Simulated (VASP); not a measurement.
# Cr (P6_3/mmc) in VASP: single point with RPBE

Aim: the single point of Cr with RPBE.

Everything below comes from runs of VASP 6.6.1. Logs are shortened: lines on timing, memory, paths and dates and some standing lists are left out, and cuts for length are marked.

## Step 1: The cell of the first run

Symmetry: P6_3/mmc, No. 194, hexagonal system. Conventional cell: a = 2.514 Å, b = 2.514 Å, c = 8.879 Å, α = 90.00°, β = 90.00°, γ = 120.00°. Within 3.3 Å of Cr (site symmetry -3m) lie 12 Cr at 2.51 to 2.65 Å. Within 3.3 Å of Cr (site symmetry -6m2) lie 12 Cr at 2.51 to 2.65 Å.

This isn't the form of Cr at room conditions, which is bcc.

## Step 2: Single point, RPBE, collinear spin, antiferromagnetic start (12.15 Å³/atom)

Contents of INCAR:

```
PREC = Accurate ; ENCUT = 520
EDIFF = 1E-6 ; ISMEAR = -1
SIGMA = 0.05 ; LREAL = False
LASPH = True ; NELM = 150
ALGO = Normal ; ISIF = 2
LWAVE = False ; LCHARG = True
ISPIN = 2 ; MAGMOM = 1.5 1.5 -1.5 -1.5
LORBIT = 11 ; LMAXMIX = 4
GGA = RP ; LELF = True
LVHAR = True ; NBANDS = 36
```

Contents of KPOINTS:

```
regular mesh
0
Gamma
  16 16 4
```

Contents of POSCAR:

```
Cr
1.0
    2.5144790389      0.0000000000      0.0000000000
   -1.2572395194      2.1776027250      0.0000000000
    0.0000000000      0.0000000000      8.8794743868
Cr
4
Direct
    0.0000000000      0.0000000000      1.0000000000
    0.0000000000      0.0000000000      0.5000000000
    0.3333333333      0.6666666667      0.2500000000
    0.6666666667      0.3333333333      0.7500000000
```

Potentials or basis: VASP PAW PBE potentials, release 64 (Cr_pv).

The run is started by

```sh
$ cat potpaw_PBE.64/Cr_pv/POTCAR > POTCAR
$ mpirun -np 1 vasp_std > vasp.out
```

OUTCAR:

```text
PREC = Accurate
   ENCUT = 520
   EDIFF = 1E-6
   ISMEAR = -1
   LREAL = False
   LASPH = True
   NELM = 150
   ISIF = 2
   ISPIN = 2
   LORBIT = 11
   GGA = RP

 ion  position               nearest neighbor table
   1  0.000  0.000  0.000-   3 2.65   4 2.65   4 2.65   3 2.65   4 2.65   3 2.65
   2  0.000  0.000  0.500-   3 2.65   4 2.65   4 2.65   3 2.65   4 2.65   3 2.65
   3  0.333  0.667  0.250-   1 2.65   2 2.65   1 2.65   2 2.65   1 2.65   2 2.65
   4  0.667  0.333  0.750-   1 2.65   2 2.65   1 2.65   2 2.65   1 2.65   2 2.65

  LATTYP: Found a hexagonal cell.
 ALAT       =     2.5144790389
 C/A-ratio  =     3.5313376049

  Lattice vectors:

 A1 = (   2.5144790389,   0.0000000000,   0.0000000000)
 A2 = (  -1.2572395194,   2.1776027250,   0.0000000000)
 A3 = (   0.0000000000,   0.0000000000,   8.8794743868)

Analysis of symmetry for initial positions (statically):
=====================================================================
 Subroutine PRICEL returns:
 Original cell was already a primitive cell.

 Routine SETGRP: Setting up the symmetry group for a
 hexagonal supercell.

 Subroutine GETGRP returns: Found 24 space group operations
 (whereof 12 operations were pure point group operations)
 out of a pool of 24 trial point group operations.

The static configuration has the point symmetry D_3d.
 The point group associated with its full space group is D_6h.

Analysis of symmetry for dynamics (positions and initial velocities):
=====================================================================
 Subroutine PRICEL returns:
 Original cell was already a primitive cell.

 Routine SETGRP: Setting up the symmetry group for a
 hexagonal supercell.

 Subroutine GETGRP returns: Found 24 space group operations
 (whereof 12 operations were pure point group operations)
 out of a pool of 24 trial point group operations.

The dynamic configuration has the point symmetry D_3d.
 The point group associated with its full space group is D_6h.

Analysis of structural, dynamic, and magnetic symmetry:
=====================================================================
 Subroutine PRICEL returns:
 Original cell was already a primitive cell.

 Routine SETGRP: Setting up the symmetry group for a
 hexagonal supercell.

 Subroutine GETGRP returns: Found 24 space group operations
 (whereof 12 operations were pure point group operations)
 out of a pool of 24 trial point group operations.

The overall configuration has the point symmetry D_3d.
 The point group associated with its full space group is D_6h.

 Subroutine INISYM returns: Found 24 space group operations
 (whereof 12 operations are pure point group operations),
 and found     1 'primitive' translations

----------------------------------------------------------------------------------------

                                     Primitive cell

  volume of cell :      48.6199

  direct lattice vectors                    reciprocal lattice vectors
     2.514479039  0.000000000  0.000000000     0.397696694  0.229610293  0.000000000
    -1.257239519  2.177602725  0.000000000     0.000000000  0.459220586  0.000000000
     0.000000000  0.000000000  8.879474387     0.000000000  0.000000000  0.112619279

  length of vectors
     2.514479039  2.514479039  8.879474387     0.459220586  0.459220586  0.112619279

  position of ions in fractional coordinates (direct lattice)
     0.000000000  0.000000000  0.000000000
     0.000000000  0.000000000  0.500000000
     0.333333333  0.666666667  0.250000000
     0.666666667  0.333333333  0.750000000

  ion indices of the primitive-cell ions
   primitive index   ion index
                 1           1
                 2           2
                 3           3
                 4           4

----------------------------------------------------------------------------------------

 KPOINTS: regular mesh

Automatic generation of k-mesh.
 Grid dimensions read from file:
 generate k-points for:   16   16    4

 Generating k-lattice:

  Cartesian coordinates                     Fractional coordinates (reciprocal lattice)
     0.024856043  0.014350643  0.000000000     0.062500000  0.000000000  0.000000000
     0.000000000  0.028701287  0.000000000     0.000000000  0.062500000  0.000000000
     0.000000000  0.000000000  0.028154820     0.000000000  0.000000000  0.250000000

  Length of vectors
     0.028701287  0.028701287  0.028154820

  Shift w.r.t. Gamma in fractional coordinates (k-lattice)
     0.000000000  0.000000000  0.000000000

 Subroutine IBZKPT returns following result:
 ===========================================

 Found     90 irreducible k-points:

 Following reciprocal coordinates:
            Coordinates               Weight
  0.000000  0.000000  0.000000      1.000000
  0.062500 -0.000000  0.000000      6.000000
  0.125000 -0.000000  0.000000      6.000000
  0.187500 -0.000000  0.000000      6.000000
  0.250000 -0.000000  0.000000      6.000000
  0.312500 -0.000000  0.000000      6.000000
[... 16 lines left out ...]
  0.187500  0.187500  0.000000      6.000000
  0.250000  0.187500  0.000000     12.000000
 [... further k-points ...]
   k-points           NKPTS =     90   k-points in BZ     NKDIM =     90   number of bands    NBANDS=     36
   number of dos      NEDOS =    301   number of ions     NIONS =      4
   total plane-waves  NPLWV =  28000
   dimension x,y,z NGX =    20 NGY =   20 NGZ =   70
   dimension x,y,z NGXF=    40 NGYF=   40 NGZF=  140
   ions per type =               4
   NGX,Y,Z   is equivalent  to a cutoff of  13.22, 13.22, 13.11 a.u.
   NGXF,Y,Z  is equivalent  to a cutoff of  26.45, 26.45, 26.21 a.u.
 SYSTEM =  unknown system
   PREC   = accura    normal or accurate (medium, high low for compatibility)
   ISTART =      0    job   : 0-new  1-cont  2-samecut
   ICHARG =      2    charge: 1-file 2-atom 10-const
   ISPIN  =      2    spin polarized calculation?
   LNONCOLLINEAR =      F non collinear calculations
   LSORBIT =      F    spin-orbit coupling
   LASPH  =      T    aspherical Exc in radial PAW
   ENCUT  =  520.0 eV  38.22 Ry    6.18 a.u.   4.68  4.68 16.51*2*pi/ulx,y,z
   NELM   =    150;   NELMIN=  2; NELMDL= -5     # of ELM steps
   EDIFF  = 0.1E-05   stopping-criterion for ELM
   LREAL  =      F    real-space projection
   EDIFFG = 0.1E-04   stopping-criterion for IOM
   NSW    =      0    number of steps for IOM
   IBRION =     -1    ionic relax: 0-MD 1-quasi-New 2-CG
   NFREE  =      0    steps in history (QN), initial steepest desc. (CG)
   ISIF   =      2    stress and relaxation
   ISYM   =      2    0-nonsym 1-usesym 2-fastsym
   POTIM  = 0.5000    time-step for ionic-motion
   TEBEG  =    0.0;   TEEND  =   0.0 temperature during run
   PSTRESS=    0.0 pullay stress
   NELECT =      48.0000    total number of electrons
   NUPDOWN=      -1.0000    fix difference up-down
   EMIN   =  10.00;   EMAX   =-10.00  energy-range for DOS
   EFERMI =   0.00;   METHOD = LEGACY
   ISMEAR =    -1;   SIGMA  =   0.05  broadening in eV -4-tet -1-fermi 0-gaus
   EFERMI_NEDOS =   21; number of points for ismear=-14 and -15
   IALGO  =     38    algorithm
   IMIX   =      4    mixing-type and parameters
     AMIX     =   0.40;   BMIX     =  1.00
     AMIX_MAG =   1.60;   BMIX_MAG =  1.00
  volume/ion in A,a.u.               =      12.15        82.03
  Fermi-wavevector in a.u.,A,eV,Ry     =   1.630111  3.080464 36.154257  2.657263
  Thomas-Fermi vector in A             =   2.722466
   LORBIT       =     11    0 simple, 1 ext, 2 COOP (PROOUT), +10 PAW based schemes
   GGA     = RP    functional components
   LHFCALC =     F    Hartree Fock is set to
   AEXX    =    0.0000 exact exchange contribution
   IVDW    =     0    specifies the selected vdW correction
   LEPSILON=     F    determine dielectric tensor
   LRPA    =     F    only Hartree local field effects (RPA)
 spin polarized calculation
  energy-cutoff  :      520.00
  volume of cell :       48.62
 maximum number of plane-waves:      1330
 NGX is ok and might be reduce to    20
   NGX =  9   NGY =  9   NGZ = 33

 number of electron      47.9999985 magnetization      -0.0116514

 number of electron      47.9999984 magnetization       0.0007457

 Free energy of the ion-electron system (eV)
  ---------------------------------------------------
  ext. energy  EPLUGINS =         0.00000000
  ---------------------------------------------------
  free energy    TOTEN  =       -34.43490999 eV

  energy without entropy =      -34.38076553  energy(sigma->0) =      -34.40783776

 E-fermi :  10.2134     XC(G=0): -13.2439

 val. band max:       10.2086846835   @ k =   0.3125   0.2500   0.0000
 cond. band min:      10.2140222391   @ k =   0.1250  -0.0000   0.2500
 fundamental gap:      0.0053375556
 Fermi energy:        10.2133689407

 spin component 1

 k-point     1 :       0.0000    0.0000    0.0000
  band No.  band energies     occupation
      1     -33.1001      1.00000
      2     -32.7902      1.00000
      3     -32.7819      1.00000
      4     -32.4618      1.00000
      5     -32.3409      1.00000
      6     -32.3409      1.00000
[... 28 lines left out ...]
     35      12.4222      0.00000
     36      12.4222      0.00000
[... 866 lines left out ...]
      6     -32.6515      1.00000
[... 28 lines left out ...]
     35      14.0862      0.00000
     36      17.6966      0.00000

 [... further k-points ...]

 spin component 2

 k-point     1 :       0.0000    0.0000    0.0000
  band No.  band energies     occupation
      1     -33.1000      1.00000
      2     -32.7899      1.00000
      3     -32.7819      1.00000
      4     -32.4617      1.00000
      5     -32.3408      1.00000
      6     -32.3408      1.00000
[... 28 lines left out ...]
     35      12.4224      0.00000
     36      12.4224      0.00000
[... 866 lines left out ...]
      6     -32.6514      1.00000
[... 28 lines left out ...]
     35      14.0863      0.00000
     36      17.6756      0.00000

 [... further k-points ...]

------------------------ aborting loop because EDIFF is reached ----------------------------------------

  FORCE on cell =-STRESS in cart. coord.  units (eV):
  Direction    XX          YY          ZZ          XY          YZ          ZX
  --------------------------------------------------------------------------------------
  -------------------------------------------------------------------------------------
  Total       -0.0770747     -0.0770747     -0.1507466     -0.0000000     -0.0000000     -0.0000000
  in kB       -2.5398535     -2.5398535     -4.9675732     -0.0000000     -0.0000000     -0.0000000
  external PRESSURE =      -3.3490934 kB  Pullay stress =       0.0000000 kB

 VOLUME and BASIS-vectors are now :
 -----------------------------------------------------------------------------
  energy-cutoff  :      520.00
  volume of cell :       48.62
      direct lattice vectors                 reciprocal lattice vectors
     2.514479039  0.000000000  0.000000000     0.397696694  0.229610293  0.000000000
    -1.257239519  2.177602725  0.000000000     0.000000000  0.459220586  0.000000000
     0.000000000  0.000000000  8.879474387     0.000000000  0.000000000  0.112619279

 POSITION                                       TOTAL-FORCE (eV/Angst)
 -----------------------------------------------------------------------------------
      0.00000      0.00000      0.00000        -0.000000      0.000000      0.000000
      0.00000      0.00000      4.43974        -0.000000      0.000000      0.000000
     -0.00000      1.45174      2.21987        -0.000000     -0.000000      0.000000
      1.25724      0.72587      6.65961         0.000000      0.000000     -0.000000
 -----------------------------------------------------------------------------------
    total drift:                                0.000000     -0.000000      0.000000

  FREE ENERGIE OF THE ION-ELECTRON SYSTEM (eV)
  ---------------------------------------------------
  free  energy   TOTEN  =       -34.4349099911 eV

  energy  without entropy=      -34.3807655340  energy(sigma->0) =      -34.40783776

 total charge

# of ion       s       p       d       tot
------------------------------------------
    1        0.448   6.360   4.177  10.985
    2        0.448   6.360   4.177  10.985
    3        0.449   6.362   4.170  10.981
    4        0.449   6.362   4.170  10.981
--------------------------------------------------
tot          1.795  25.443  16.695  43.933

 magnetization (x)

# of ion       s       p       d       tot
------------------------------------------
    1       -0.000   0.000   0.000   0.000
    2       -0.000   0.000   0.000   0.000
    3       -0.000   0.000   0.000   0.000
    4       -0.000   0.000   0.000   0.000
--------------------------------------------------
tot         -0.000   0.000   0.000   0.000
```

It took 6.9 min on 1 thread of Intel Xeon Platinum 8259CL at 2.50GHz (Skylake/Cascade Lake), shared host; peak memory 0.33 GiB.

Results:

| Quantity | Value |
| --- | --- |
| Free energy | -34.4349 eV |
| Pressure | -0.3 GPa |
| Band gap on the k mesh | zero (filled and empty bands overlap) |
| Net moment | 0.00 μB per cell |
| Valence electrons inside the program's atomic spheres | Cr 10.98 |

Caveat: the moments typed at the start vanished in this run; the PAW data sets were made with another functional, which shifts forces and pressure a little.
